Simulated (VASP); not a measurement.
ZnSe: single point with PBE0

Crystal: ZnSe.

```
Zn Se
1.0
     0.00000    2.83242    2.83242
     2.83242    0.00000    2.83242
     2.83242    2.83242    0.00000
Zn Se
1 1
Direct
  0.00000 0.00000 0.00000
  0.25000 0.25000 0.25000
```

| Property | Result |
| --- | --- |
| Program | VASP 6.6.1 |
| Task | single point |
| Functional | PBE0 |
| Potentials or basis | VASP PAW PBE potentials, release 64 (Zn, Se) |
| Cutoff | 520 eV |
| k mesh | 6 × 6 × 6 |
| Occupations | gaussian, width 0.01 eV |
| Spin | no spin polarisation |
| Dipole correction | no |
| Grid for exact exchange (PRECFOCK) | Normal |
| Further INCAR settings | ALGO = Normal; EDIFF = 1e-07; NBANDS = 16 |
| Share of exact exchange | 0.25 |

```json
{
 "Pressure": "1.1 GPa",
 "Band gap on the k mesh": "3.06 eV"
}
```

Levels at points of the mesh, in eV from the valence-band top:
```tsv
k point	band 7	band 8	band 9	band 10	band 11	band 12
(0.00, 0.00, 0.00)	0.00	0.00	0.00	3.06	7.66	7.66
(0.50, 0.00, 0.00)	-5.63	-0.93	-0.93	4.33	8.21	8.21
(0.50, 0.50, 0.00)	-5.21	-2.35	-2.35	4.53	5.20	12.91
```

Wall time 65 min on 1 thread of AMD EPYC 7R43 64-Core Processor (Zen 3), with other jobs on the host, peak memory 0.16 GiB.

Caveat: the PAW data sets were made with another functional, which shifts forces and pressure a little.
